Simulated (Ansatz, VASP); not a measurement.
## Two plane-wave programs on Co

Contents of INCAR:

```
SYSTEM = Co
PREC = Accurate ; ENCUT = 600
EDIFF = 1E-6 ; ISMEAR = -1
SIGMA = 0.05 ; LREAL = .False.
LASPH = .True. ; NELM = 200
ALGO = Normal ; ISIF = 2
LWAVE = .False. ; LCHARG = .True.
ISPIN = 2 ; MAGMOM = 2.5 2.5 2.5 2.5
LORBIT = 11 ; NUPDOWN = 10.0
LMAXMIX = 4 ; GGA = PE
LELF = .True. ; LVHAR = .True.
NBANDS = 46 ; GGA_COMPAT = .False.
```

Contents of KPOINTS:

```
Automatic mesh
0
Gamma
  10 10 3
  0 0 0
```

File POSCAR:

```
Co
1.0
    2.4705617809      0.0000000000      0.0000000000
   -1.2352808905      2.1395692639      0.0000000000
    0.0000000000      0.0000000000      8.0882338000
Co
4
Direct
    0.6666666667      0.3333333333      0.7500000000
    0.0000000000      0.0000000000      0.5000000000
    0.3333333333      0.6666666667      0.2500000000
    0.0000000000      0.0000000000      0.0000000000
```

input.yaml

```yaml
crystal:
  lattice:
    - [2.4705617809, 0.0, 0.0]
    - [-1.2352808905, 2.1395692639, 0.0]
    - [0.0, 0.0, 8.0882338]
  atoms:
    - { symbol: Co, position: [0.6666666667, 0.3333333333, 0.75], spin: 2.5 }
    - { symbol: Co, position: [0.0, 0.0, 0.5], spin: 2.5 }
    - { symbol: Co, position: [0.3333333333, 0.6666666667, 0.25], spin: 2.5 }
    - { symbol: Co, position: [0.0, 0.0, 0.0], spin: 2.5 }
hamiltonian:
  xc: pbe
  pseudopotentials: { kind: paw }
magnetization:
  spin_polarized: true
  initial_magnetization: 10.0
  spin_locking: { lock_magnetization: hard }
kpoints:
  mp_grid: { grid: [10, 10, 3] }
scf:
  occupations: { method: fermi_dirac, width: 0.05 }
  lower_state_search: "off"
output:
  forces: true
  stress: true
  eigenvalues: true
```

Alike in both runs: task single point; functional PBE; k mesh 10 × 10 × 3; occupations fermi-dirac, width 0.05 eV; collinear spin; fixed moment 10 μB.

|  | VASP | Ansatz |
| --- | --- | --- |
| version | VASP 6.6.1 | Ansatz 0.2.0 |
| potentials or method | VASP PAW PBE potentials, release 64 (Co_sv) | Ansatz PAW |
| plane-wave cutoff (eV) | 600 | 420 |
| valence electrons in the cell | 68 | 68 |

|  | VASP | Ansatz | Ansatz less VASP |
| --- | --- | --- | --- |
| pressure (GPa) | 23.7 | 27.5 | +3.80 |
| traceless stress, the component that is largest in VASP (GPa) | 1.42 | 1.47 | +0.049 |
| net moment per atom (μB) | 2.50 | 2.50 | 0.000 |
| size of the moment on the site where the two differ most (μB) | 2.35 | 2.41 | +0.068 |

Site moments also hang on the region over which each program counts them.
